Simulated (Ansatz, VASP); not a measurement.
GaN: VASP beside Ansatz

The input POSCAR:

```
GaN
1.0
    3.1799996605      0.0000000000      0.0000000000
   -1.5899998303      2.7539604900      0.0000000000
    0.0000000000      0.0000000000      5.1660000000
Ga N
2 2
Direct
    0.3438518319      0.6719259160      0.0078888740
    0.6771851653      0.3385925826      0.5078888740
    0.3333333333      0.6666666667      0.3750000000
    0.6666666667      0.3333333333      0.8750000000
```

INCAR.step1

```
SYSTEM = GaN
PREC = Accurate
ENCUT = 520
ISMEAR = 0
SIGMA = 0.05
LREAL = .False.
LASPH = .True.
NELM = 80
NBANDS = 26
GGA = PE
ALGO = Normal
EDIFF = 1E-4
LWAVE = .True.
LCHARG = .False.
```

The input INCAR.step2:

```
SYSTEM = GaN
PREC = Accurate
ENCUT = 520
EDIFF = 1E-7
ISMEAR = 0
SIGMA = 0.05
LREAL = .False.
LASPH = .True.
NELM = 80
ALGO = Normal
ISIF = 2
LWAVE = .False.
LCHARG = .False.
METAGGA = R2SCAN
LMIXTAU = .True.
NBANDS = 26
ISTART = 1
```

Contents of KPOINTS:

```
Automatic mesh
0
Gamma
  12 12 6
  0 0 0
```

Input for Ansatz:

```yaml
crystal:
  lattice:
    - [3.1799996605, 0.0, 0.0]
    - [-1.5899998303, 2.75396049, 0.0]
    - [0.0, 0.0, 5.166]
  atoms:
    - { symbol: Ga, position: [0.3438518319, 0.671925916, 0.007888874] }
    - { symbol: Ga, position: [0.6771851653, 0.3385925826, 0.507888874] }
    - { symbol: "N", position: [0.3333333333, 0.6666666667, 0.375] }
    - { symbol: "N", position: [0.6666666667, 0.3333333333, 0.875] }
basis:
  ecutwfc: 500
kpoints:
  mp_grid: { grid: [12, 12, 6] }
hamiltonian:
  xc: r2scan
scf:
  occupations: { method: gaussian, width: 0.05 }
output:
  forces: true
  stress: true
  eigenvalues: true
```

Change from the starting cell: all Ga atoms moved -0.050 Å, as atom 1 towards its neighbour atom 2 (Ga) at 3.169 Å.

Alike in both runs: task single point; functional r2SCAN; k mesh 12 × 12 × 6; occupations gaussian, width 0.05 eV; no spin polarisation.

|  | VASP | Ansatz |
| --- | --- | --- |
| version | VASP 6.6.1 | Ansatz 0.2.0 |
| potentials or method | VASP PAW PBE potentials, release 64 (Ga_d, N), cutoff 520 eV | scalar-relativistic, plane waves, PAW |
| valence electrons in the cell | 36 | 36 |

|  | VASP | Ansatz | Ansatz less VASP |
| --- | --- | --- | --- |
| gap on the k mesh at the Fermi level (eV) | 2.32 | 2.33 | +0.006 |
| least direct gap on the mesh (eV) | 2.32 | 2.33 | +0.006 |
| pressure (GPa) | 2.5 | 1.4 | -1.07 |
| traceless stress, the component that is largest in VASP (GPa) | 5.02 | 4.84 | -0.185 |
| rms of the force components (eV/Å) | 0.471 | 0.459 | -0.0125 |

VASP's potentials were made for PBE, not for r2SCAN. Atom by atom the forces differ by 0.013 eV/Å (rms over components). With one functional, cell and mesh, what is left measures potentials, basis and numerics.
